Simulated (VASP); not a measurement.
Runs of VASP 6.6.1 on Rb. The structure is that of space group P6_3/mmc (No. 194), or close to it. The cells are those of the table. 

```tsv
task	level	cell	k mesh	cutoff (eV)	gap on the mesh (eV)	pressure (GPa)
relaxation of cell and atoms	PBE	relaxed from a = 4.980, b = 4.980, c = 8.134 Å, angles 90.0, 90.0, 120.0°, 2 atoms	6 × 6 × 4	600	none	0.0
single point	PBE	a = 4.980, b = 4.980, c = 8.134 Å, angles 90.0, 90.0, 120.0°, 2 atoms	6 × 6 × 4	520	none	(a)
single point	r2SCAN	a = 5.128, b = 5.128, c = 8.376 Å, angles 90.0, 90.0, 120.0°, 2 atoms	10 × 10 × 6	520	none	0.0
single point	r2SCAN	a = 4.980, b = 4.980, c = 8.134 Å, angles 90.0, 90.0, 120.0°, 2 atoms	10 × 10 × 6	520	none	0.3
```

Alike in all rows: potentials or basis VASP PAW PBE potentials, release 64 (Rb_sv); no spin polarisation; smearing gaussian 0.05 eV.

Estimate the missing entries.

(a) 0.1.

Caveats: the PAW data sets were made with another functional, which shifts forces and pressure a little (some runs).

A k mesh can miss the band edges, and the runs leave out spin-orbit coupling on Rb.

A gap of «none» marks levels without a gap at the run's occupations.
